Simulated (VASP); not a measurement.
C, 4 atoms in the cell. The structure is hexagonal, space group P6_3/mmc (No. 194). The conventional cell has a = 2.503 Å, b = 2.503 Å, c = 4.169 Å, α = 90.00°, β = 90.00°, γ = 120.00°. Within 2.0 Å of C (site symmetry 3m) lie 4 C at 1.54 to 1.56 Å. 

| Quantity | Value |
| --- | --- |
| Program | VASP 6.6.1 |
| Task | G0W0 quasiparticle levels |
| Functional | PBE |
| Potentials or basis | VASP PAW PBE potentials, release 64 (C_GW) |
| Cutoff | 500 eV |
| k mesh | 6 × 6 × 4 |
| Occupations | gaussian, width 0.01 eV |
| Spin | no spin polarisation |
| Dipole correction | no |
| GW scheme | G0W0 |
| GW iterations | 1 |
| Cutoff of the response function | 140 |
| Frequency points | 48 |
| Empty bands | 85 |
| Further INCAR settings | ALGO = EVGW0; EDIFF = 1e-08; NBANDS = 93 |

Potentials or basis: VASP PAW PBE potentials, release 64 (C_GW).

Run with:

```bash
$ cat potpaw_PBE.64/C_GW/POTCAR > POTCAR
$ cp INCAR.step1 INCAR
$ mpirun -np 1 vasp_std > vasp.out
$ cp INCAR.step2 INCAR
$ mpirun -np 1 vasp_std > vasp.out
$ cp INCAR.step3 INCAR
$ mpirun -np 1 vasp_std > vasp.out
```

Hardware: 1 thread of Intel Xeon 8259CL (shared host).

**Question.** Estimate the wall time of this run.

**Answer.** It took 7.2 min on 1 thread of Intel Xeon 8259CL, with other jobs on the host, peak memory 0.33 GiB. Counts: k points 21.
